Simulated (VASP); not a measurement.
The system is Br.

```
Br
1.0
     3.41384    0.00000    0.00000
    -1.70692    2.95648    0.00000
     0.00000    0.00000    3.18981
Br
1
Direct
  0.00000 0.00000 0.00000
```

- Program: VASP 6.6.1
- Task: relaxation of cell and atoms
- Functional: PBE
- Potentials or basis: VASP PAW PBE potentials, release 64 (Br)
- Cutoff: 600 eV
- k mesh: 15 × 15 × 14
- Occupations: gaussian, width 0.1 eV
- Spin: no spin polarisation

At the start: pressure -2.8 GPa; volume 32.19 Å³/atom.

Problem. Where does the relaxation end?

Solution. Over 21 steps the energy falls by 443.5 meV/atom and the volume is 35.14 Å³/atom (+9.1 %); space group P6/mmm (No. 191, to 0.1 Å) before and after.

The path:
```
step  energy change (eV)  largest force (eV/Å)  pressure (GPa)  volume (Å³)
   1              0.0000                0.0000           -2.77        32.19
   2             -0.1177                0.0000           -1.58        29.63
   3             -0.2862                0.0000            5.45        25.53
   4             -0.2965                0.0000            8.26        25.34
   5             -0.3014                0.0000            7.08        25.41
   6             -0.3411                0.0000            5.29        26.39
   7             -0.4110                0.0000            1.52        29.47
   8             -0.4209                0.0000           -1.90        36.28
   9             -0.4301                0.0000           -1.15        33.91
  10             -0.4309                0.0000           -0.80        33.11
  11             -0.4413                0.0000            0.11        33.44
  12             -0.4419                0.0000            0.41        33.52
  13             -0.4424                0.0000            0.31        33.81
  14             -0.4434                0.0000            0.04        34.69
  15             -0.4435                0.0000           -0.02        34.99
  16             -0.4435                0.0000            0.00        35.12
  17             -0.4435                0.0000           -0.12        35.38
  18             -0.4435                0.0000           -0.09        35.25
  19             -0.4435                0.0000           -0.09        35.19
  20             -0.4435                0.0000            0.15        35.07
  21             -0.4435                0.0000           -0.02        35.14
```

Final structure:
```
Br
1.0
     3.95251    0.00000    0.00000
    -1.97625    3.42297    0.00000
     0.00000    0.00000    2.59733
Br
1
Direct
  0.00000 0.00000 0.00000
```

Caveat: a cell axis changed by over 15 % at a fixed basis, so the end point is rough; an odd number of electrons without spin polarisation forces a metal; a magnetic or distorted state may lie lower.
